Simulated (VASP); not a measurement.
Wanted: the native input for a VASP 6.6.1 run.

```yaml
Task: single point
Functional: PBE
Potentials_or_basis: VASP PAW PBE potentials, release 64 (La, O)
Cutoff: 520 eV
k_mesh: 4 × 4 × 4
Occupations: gaussian, width 0.1 eV
Spin: no spin polarisation
Dipole_correction: no
Further_INCAR_settings: ALGO = Normal; EDIFF = 1e-06; NBANDS = 26
```

The structure of LaO4 lies in POSCAR:

```
LaO4
1.0
   -2.7548883576      2.7548883576      2.7548883576
    2.7548883576     -2.7548883576      2.7548883576
    2.7548883576      2.7548883576     -2.7548883576
La O
1 4
Direct
    0.0000000000      0.0000000000      0.0000000000
    0.0000000000      0.5000031974      0.0000000000
    0.4999968026      0.4999968026      0.4999968026
    0.0000000000      0.0000000000      0.5000031974
    0.5000031974      0.0000000000      0.0000000000
```

The input as run:

INCAR

```
PREC = Accurate ; ENCUT = 520
EDIFF = 1E-6 ; ISMEAR = 0
SIGMA = 0.1 ; LREAL = False
LASPH = True ; NELM = 100
ALGO = Normal ; ISIF = 2
LWAVE = False ; LCHARG = False
GGA = PE ; NBANDS = 26
```

KPOINTS

```
regular mesh
0
Gamma
  4 4 4
```

Potentials or basis: VASP PAW PBE potentials, release 64 (La, O).

Command:

```sh
$ cat potpaw_PBE.64/La/POTCAR potpaw_PBE.64/O/POTCAR > POTCAR
$ mpirun -np 1 vasp_std > vasp.out
```

Results of the run:

| Quantity | Value |
| --- | --- |
| Pressure | 0.0 GPa |

Caveat: the k points lie up to 0.40 Å⁻¹ apart; an odd number of electrons without spin polarisation forces a metal; a magnetic or distorted state may lie lower.

It took 16 s on 1 thread of Intel(R) Xeon(R) Platinum 8488C (Sapphire Rapids) (shared host), peak memory 0.2 GiB.
